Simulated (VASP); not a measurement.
Set up this calculation in VASP 6.6.1, as the native input.

```yaml
Task: single point
Functional: PBE
Potentials_or_basis: VASP PAW PBE potentials, release 64 (Ge_d, S)
Cutoff: 520 eV
k_mesh: 12 × 12 × 12
Occupations: gaussian, width 0.1 eV
Spin: no spin polarisation
Dipole_correction: no
Further_INCAR_settings: ALGO = Normal; EDIFF = 1e-06; NBANDS = 24
```

The structure of GeS3 lies in POSCAR:

```
GeS3
1.0
    4.1311438523      0.0000000000      0.0000000000
    0.0000000000      4.1311438523      0.0000000000
    0.0000000000      0.0000000000      4.1311438523
Ge S
1 3
Direct
    0.0000000000      0.0000000000      0.0000000000
    0.0000000000      0.5000000000      0.5000000000
    0.5000000000      0.0000000000      0.5000000000
    0.5000000000      0.5000000000      0.0000000000
```

The input as run:

INCAR

```
SYSTEM = GeS3
PREC = Accurate
ENCUT = 520
EDIFF = 1E-6
ISMEAR = 0
SIGMA = 0.1
LREAL = .False.
LASPH = .True.
NELM = 80
ALGO = Normal
ISIF = 2
LWAVE = .False.
LCHARG = .True.
GGA = PE
LELF = .True.
LVHAR = .True.
NBANDS = 24
```

KPOINTS

```
regular mesh
0
Gamma
  12 12 12
  0 0 0
```

Potentials or basis: VASP PAW PBE potentials, release 64 (Ge_d, S).

Launch:

```bash
$ cat potpaw_PBE.64/Ge_d/POTCAR potpaw_PBE.64/S/POTCAR > POTCAR
$ mpirun -np 1 vasp_std > vasp.out
```

Results of the run:

```yaml
Pressure: -0.1 GPa
Band_gap_on_the_k_mesh: zero (bands 16 and 17 overlap by 1.73 eV)
```

It took 43 s on 1 thread of Intel(R) Xeon(R) 6975P-C (Granite Rapids), with other jobs on the host, peak memory 0.25 GiB.
